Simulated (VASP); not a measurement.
# Ir (Fm-3m) in VASP: notebook

Runs on Ir. Level: PBEsol. Tasks: relaxation of cell and atoms.

Program: VASP 6.6.1. These are calculated values, not measurements. Logs are shortened: lines on timing, memory, paths and dates and some standing lists are left out, and cuts for length are marked.

**1. The cell of the first run**

It takes space group Fm-3m (No. 225, cubic). The conventional cell has a = 3.843 Å, b = 3.843 Å, c = 3.843 Å, α = 90.00°, β = 90.00°, γ = 90.00°. Ir (site symmetry m-3m) has 12 Ir at 2.72 Å within 3.6 Å.

**2. Relaxation of cell and atoms, PBEsol, target pressure -1 GPa, at which the enthalpy is minimised**

INCAR reads:

```
SYSTEM = Ir
PREC = Accurate
ENCUT = 600
EDIFF = 1E-6
ISMEAR = 0
SIGMA = 0.1
LREAL = .False.
LASPH = .True.
NELM = 100
ALGO = Normal
ISIF = 3
LWAVE = .False.
LCHARG = .False.
GGA = PS
IBRION = 2
NSW = 70
EDIFFG = -0.008
PSTRESS = -10.0
```

KPOINTS reads:

```
Automatic mesh
0
Gamma
  18 18 18
  0 0 0
```

POSCAR reads:

```
Ir
1.0
    0.0000000000      1.9215524586      1.9215524586
    1.9215524586      0.0000000000      1.9215524586
    1.9215524586      1.9215524586      0.0000000000
Ir
1
Direct
    0.0000000000      0.0000000000      0.0000000000
```

Potentials or basis: VASP PAW PBE potentials, release 64 (Ir).

Command:

```console
> cat potpaw_PBE.64/Ir/POTCAR > POTCAR
> mpirun -np 1 vasp_std > vasp.out
```

OUTCAR:

```text
SYSTEM = Ir
   PREC = Accurate
   ENCUT = 600
   EDIFF = 1E-6
   ISMEAR = 0
   LREAL = .False.
   LASPH = .True.
   NELM = 100
   ISIF = 3
   GGA = PS
   IBRION = 2
   NSW = 70
   EDIFFG = -0.008
   PSTRESS = -10.0

 ion  position               nearest neighbor table
   1  0.000  0.000  0.000-

  LATTYP: Found a face centered cubic cell.
 ALAT       =     3.8431049172

  Lattice vectors:

 A1 = (   0.0000000000,   1.9215524586,   1.9215524586)
 A2 = (   1.9215524586,   0.0000000000,   1.9215524586)
 A3 = (   1.9215524586,   1.9215524586,   0.0000000000)

Analysis of symmetry for initial positions (statically):
=====================================================================
 Subroutine PRICEL returns:
 Original cell was already a primitive cell.

 Routine SETGRP: Setting up the symmetry group for a
 face centered cubic supercell.

 Subroutine GETGRP returns: Found 48 space group operations
 (whereof 48 operations were pure point group operations)
 out of a pool of 48 trial point group operations.

The static configuration has the point symmetry O_h .

Analysis of symmetry for dynamics (positions and initial velocities):
=====================================================================
 Subroutine PRICEL returns:
 Original cell was already a primitive cell.

 Routine SETGRP: Setting up the symmetry group for a
 face centered cubic supercell.

 Subroutine GETGRP returns: Found 48 space group operations
 (whereof 48 operations were pure point group operations)
 out of a pool of 48 trial point group operations.

The dynamic configuration has the point symmetry O_h .

 Subroutine INISYM returns: Found 48 space group operations
 (whereof 48 operations are pure point group operations),
 and found     1 'primitive' translations

----------------------------------------------------------------------------------------

                                     Primitive cell

  volume of cell :      14.1901

  direct lattice vectors                    reciprocal lattice vectors
     0.000000000  1.921552459  1.921552459    -0.260206271  0.260206271  0.260206271
     1.921552459  0.000000000  1.921552459     0.260206271 -0.260206271  0.260206271
     1.921552459  1.921552459  0.000000000     0.260206271  0.260206271 -0.260206271

  length of vectors
     2.717485548  2.717485548  2.717485548     0.450690482  0.450690482  0.450690482

  position of ions in fractional coordinates (direct lattice)
     0.000000000  0.000000000  0.000000000

  ion indices of the primitive-cell ions
   primitive index   ion index
                 1           1

----------------------------------------------------------------------------------------

 KPOINTS: Automatic mesh

Automatic generation of k-mesh.
 Grid dimensions read from file:
 generate k-points for:   18   18   18

 Generating k-lattice:

  Cartesian coordinates                     Fractional coordinates (reciprocal lattice)
    -0.014455904  0.014455904  0.014455904     0.055555556  0.000000000  0.000000000
     0.014455904 -0.014455904  0.014455904     0.000000000  0.055555556  0.000000000
     0.014455904  0.014455904 -0.014455904     0.000000000  0.000000000  0.055555556

  Length of vectors
     0.025038360  0.025038360  0.025038360

  Shift w.r.t. Gamma in fractional coordinates (k-lattice)
     0.000000000  0.000000000  0.000000000

 Subroutine IBZKPT returns following result:
 ===========================================

 Found    195 irreducible k-points:

 Following reciprocal coordinates:
            Coordinates               Weight
  0.000000  0.000000  0.000000      1.000000
  0.055556  0.000000  0.000000      8.000000
  0.111111  0.000000  0.000000      8.000000
  0.166667  0.000000  0.000000      8.000000
  0.222222  0.000000  0.000000      8.000000
  0.277778  0.000000  0.000000      8.000000
[... 16 lines left out ...]
 -0.277778  0.055556  0.000000     24.000000
 -0.222222  0.055556  0.000000     24.000000
 [... further k-points ...]
   k-points           NKPTS =    195   k-points in BZ     NKDIM =    195   number of bands    NBANDS=      8
   number of dos      NEDOS =    301   number of ions     NIONS =      1
   total plane-waves  NPLWV =  13824
   dimension x,y,z NGX =    24 NGY =   24 NGZ =   24
   dimension x,y,z NGXF=    48 NGYF=   48 NGZF=   48
   ions per type =               1
   NGX,Y,Z   is equivalent  to a cutoff of  14.68, 14.68, 14.68 a.u.
   NGXF,Y,Z  is equivalent  to a cutoff of  29.36, 29.36, 29.36 a.u.
 SYSTEM =  Ir
   PREC   = accura    normal or accurate (medium, high low for compatibility)
   ISTART =      0    job   : 0-new  1-cont  2-samecut
   ICHARG =      2    charge: 1-file 2-atom 10-const
   ISPIN  =      1    spin polarized calculation?
   LNONCOLLINEAR =      F non collinear calculations
   LSORBIT =      F    spin-orbit coupling
   LASPH  =      T    aspherical Exc in radial PAW
   ENCUT  =  600.0 eV  44.10 Ry    6.64 a.u.   5.43  5.43  5.43*2*pi/ulx,y,z
   NELM   =    100;   NELMIN=  2; NELMDL= -5     # of ELM steps
   EDIFF  = 0.1E-05   stopping-criterion for ELM
   LREAL  =      F    real-space projection
   EDIFFG = -.8E-02   stopping-criterion for IOM
   NSW    =     70    number of steps for IOM
   IBRION =      2    ionic relax: 0-MD 1-quasi-New 2-CG
   NFREE  =      1    steps in history (QN), initial steepest desc. (CG)
   ISIF   =      3    stress and relaxation
   ISYM   =      2    0-nonsym 1-usesym 2-fastsym
   POTIM  = 0.5000    time-step for ionic-motion
   TEBEG  =    0.0;   TEEND  =   0.0 temperature during run
   PSTRESS=  -10.0 pullay stress
   NELECT =       9.0000    total number of electrons
   NUPDOWN=      -1.0000    fix difference up-down
   EMIN   =  10.00;   EMAX   =-10.00  energy-range for DOS
   EFERMI =   0.00;   METHOD = LEGACY
   ISMEAR =     0;   SIGMA  =   0.10  broadening in eV -4-tet -1-fermi 0-gaus
   EFERMI_NEDOS =   21; number of points for ismear=-14 and -15
   IALGO  =     38    algorithm
   IMIX   =      4    mixing-type and parameters
     AMIX     =   0.40;   BMIX     =  1.00
     AMIX_MAG =   1.60;   BMIX_MAG =  1.00
  volume/ion in A,a.u.               =      14.19        95.76
  Fermi-wavevector in a.u.,A,eV,Ry     =   1.406566  2.658024 26.918143  1.978428
  Thomas-Fermi vector in A             =   2.528913
   LORBIT       =      0    0 simple, 1 ext, 2 COOP (PROOUT), +10 PAW based schemes
   GGA     = PS    functional components
   LHFCALC =     F    Hartree Fock is set to
   AEXX    =    0.0000 exact exchange contribution
   IVDW    =     0    specifies the selected vdW correction
   LEPSILON=     F    determine dielectric tensor
   LRPA    =     F    only Hartree local field effects (RPA)
 conjugate gradient relaxation of ions
 non-spin polarized calculation
 Gauss-broadening in eV      SIGMA  =   0.10
  energy-cutoff  :      600.00
  volume of cell :       14.19
 maximum number of plane-waves:       495
 NGX is ok and might be reduce to    24
   NGX = 11   NGY = 11   NGZ = 11

--------------------------------------- Ionic step        1  -------------------------------------------

 number of electron       9.0000000 magnetization

 Free energy of the ion-electron system (eV)
  ---------------------------------------------------
  ext. energy  EPLUGINS =         0.00000000
  ---------------------------------------------------
  free energy    TOTEN  =        -9.82251719 eV

  energy without entropy =       -9.81739405  energy(sigma->0) =       -9.81995562

------------------------ aborting loop because EDIFF is reached ----------------------------------------

  FORCE on cell =-STRESS in cart. coord.  units (eV):
  Direction    XX          YY          ZZ          XY          YZ          ZX
  --------------------------------------------------------------------------------------
  -------------------------------------------------------------------------------------
  Total       -0.2526282     -0.2526282     -0.2526282      0.0000000     -0.0000000      0.0000000
  in kB      -28.5236835    -28.5236835    -28.5236835      0.0000000     -0.0000000      0.0000000
  external PRESSURE =     -18.5236835 kB  Pullay stress =     -10.0000000 kB
[... 59 lines left out ...]
  enthalpy is  TOTEN    =        -9.9051746699 eV   P V=       -0.0864814947

--------------------------------------- Ionic step        3  -------------------------------------------

 number of electron       9.0000000 magnetization

 Free energy of the ion-electron system (eV)
  ---------------------------------------------------
  ext. energy  EPLUGINS =         0.00000000
  ---------------------------------------------------
  free energy    TOTEN  =        -9.82332042 eV

  energy without entropy =       -9.81824405  energy(sigma->0) =       -9.82078223

 E-fermi :  10.3126     XC(G=0): -14.1116

 val. band max:       10.3059170733   @ k =   0.5000   0.2222   0.1111
 cond. band min:      10.3218666396   @ k =   0.3333   0.1111   0.0556
 fundamental gap:      0.0159495663
 Fermi energy:        10.3126297786

 k-point     1 :       0.0000    0.0000    0.0000
  band No.  band energies     occupation
      1      -0.9334      2.00000
      2       6.3624      2.00000
      3       6.3624      2.00000
      4       6.3624      2.00000
      5       9.0857      2.00000
      6       9.0857      2.00000
      7      24.5914      0.00000
      8      30.1754      0.00000
[... 243 lines left out ...]
 k-point    24 :      -0.2222    0.0556    0.0000
  band No.  band energies     occupation
      1       1.2901      2.00000
      2       5.6869      2.00000
      3       6.8241      2.00000
      4       6.9173      2.00000
      5       8.7886      2.00000
      6       9.6543      2.00000
      7      24.4141      0.00000
      8      27.2394      0.00000

 [... further k-points ...]
[... 5 lines left out ...]
  --------------------------------------------------------------------------------------
  -------------------------------------------------------------------------------------
  Total       -0.0872619     -0.0872619     -0.0872619      0.0000000      0.0000000      0.0000000
  in kB       -9.8995646     -9.8995646     -9.8995646      0.0000000      0.0000000      0.0000000
  external PRESSURE =       0.1004354 kB  Pullay stress =     -10.0000000 kB
[... 16 lines left out ...]
  FREE ENERGIE OF THE ION-ELECTRON SYSTEM (eV)
  ---------------------------------------------------
  free  energy   TOTEN  =        -9.8233204217 eV

  energy  without entropy=       -9.8182440457  energy(sigma->0) =       -9.82078223

  enthalpy is  TOTEN    =        -9.9114675874 eV   P V=       -0.0881471657

 reached required accuracy - stopping structural energy minimisation
```

Run time: 24 s. Hardware: 1 thread of Intel Xeon 6975P-C, shared host; peak memory 0.17 GiB.

What came out:

```yaml
Free_energy: -9.8233 eV
Relaxed_volume: 14.12 Å³/atom
Relaxed_cell: a = 2.713 Å, b = 2.713 Å, c = 2.713 Å, α = 60.00°, β = 60.00°, γ = 60.00°
Space_group_after_relaxing_to_0.05_Å: Fm-3m (No. 225)
Energy_change_on_relaxing_the_enthalpy_is_what_falls: -0.8 meV/atom
Ionic_steps: 3
Pressure_after_relaxing: -1.0 GPa
```

The path:
```
step  energy change (eV)  largest force (eV/Å)  pressure (GPa)  volume (Å³)
   1              0.0000                0.0000           -2.85        14.19
   2              0.0038                0.0000            6.71        13.86
   3             -0.0008                0.0000           -0.99        14.12
```

Final structure:
```yaml
crystal:
  lattice:
    - [0.00000, 1.91851, 1.91851]
    - [1.91851, 0.00000, 1.91851]
    - [1.91851, 1.91851, 0.00000]
  atoms:
    - { symbol: Ir, position: [0.00000, 0.00000, 0.00000] }
```

Caveat: the cell is relaxed towards a set pressure, so the enthalpy falls and the energy may rise; the PAW data sets were made with another functional, which shifts forces and pressure a little; spin-orbit coupling is left out, which moves the levels of the heavy elements.

**3. Relaxation of cell and atoms, PBEsol, target pressure 90 GPa, at which the enthalpy is minimised**

This run uses another cell than the first one, of 11.94 Å³/atom, 0.841 times its volume.

INCAR reads:

```
PREC = Accurate ; ENCUT = 600
EDIFF = 1E-6 ; ISMEAR = 0
SIGMA = 0.1 ; LREAL = F
LASPH = T ; NELM = 80
ALGO = Normal ; ISIF = 3
LWAVE = F ; LCHARG = F
GGA = PS ; IBRION = 2
NSW = 70 ; EDIFFG = -0.008
PSTRESS = 900.0
```

KPOINTS reads:

```
regular mesh
0
Gamma
  20 20 20
```

POSCAR reads:

```
Ir
1.0
    0.0000000000      1.8139698138      1.8139698138
    1.8139698138      0.0000000000      1.8139698138
    1.8139698138      1.8139698138      0.0000000000
Ir
1
Direct
    0.0000000000      0.0000000000      0.0000000000
```

Potentials or basis: VASP PAW PBE potentials, release 64 (Ir).

Command:

```console
> cat potpaw_PBE.64/Ir/POTCAR > POTCAR
> mpirun -np 1 vasp_std > vasp.out
```

Wall time 35 s (1 thread of Intel Xeon 6975P-C, shared host); peak memory 0.16 GiB.

The run converged. Its results:

```
Free energy                                            : -9.3373 eV
Relaxed volume                                         : 12.05 Å³/atom
Relaxed cell                                           : a = 2.573 Å, b = 2.573 Å, c = 2.573 Å, α = 60.00°, β = 60.00°, γ = 60.00°
Space group after relaxing (to 0.05 Å)                 : Fm-3m (No. 225)
Energy change on relaxing (the enthalpy is what falls) : -65.7 meV/atom
Ionic steps                                            : 4
Pressure after relaxing                                : 90.0 GPa
```

The path:
```tsv
step	energy change (eV)	largest force (eV/Å)	pressure (GPa)	volume (Å³)
1	0.0000	0.0000	97.63	11.94
2	-0.4221	0.0000	40.59	12.95
3	-0.0681	0.0000	89.72	12.05
4	-0.0657	0.0000	89.99	12.05
```

Final structure:
```
Ir
1.0
     0.00000    1.81964    1.81964
     1.81964    0.00000    1.81964
     1.81964    1.81964    0.00000
Ir
1
Cartesian
  0.0000 0.0000 0.0000
```

Levels at points of the mesh, in eV from the Fermi level:
```
           k point  band 1  band 2  band 3  band 4  band 5  band 6  band 7  band 8
(0.00, 0.00, 0.00)  -12.97   -4.94   -4.94   -4.94   -1.45   -1.45   13.91   20.49
(0.50, 0.00, 0.00)   -9.97   -5.09   -5.09   -1.13    1.28    1.28    9.12   13.49
(0.50, 0.50, 0.00)   -9.97   -9.29    1.26    1.78    2.04    2.04   12.51   12.51
```

Caveat: the cell is relaxed towards a set pressure, so the enthalpy falls and the energy may rise; the PAW data sets were made with another functional, which shifts forces and pressure a little; spin-orbit coupling is left out, which moves the levels of the heavy elements.
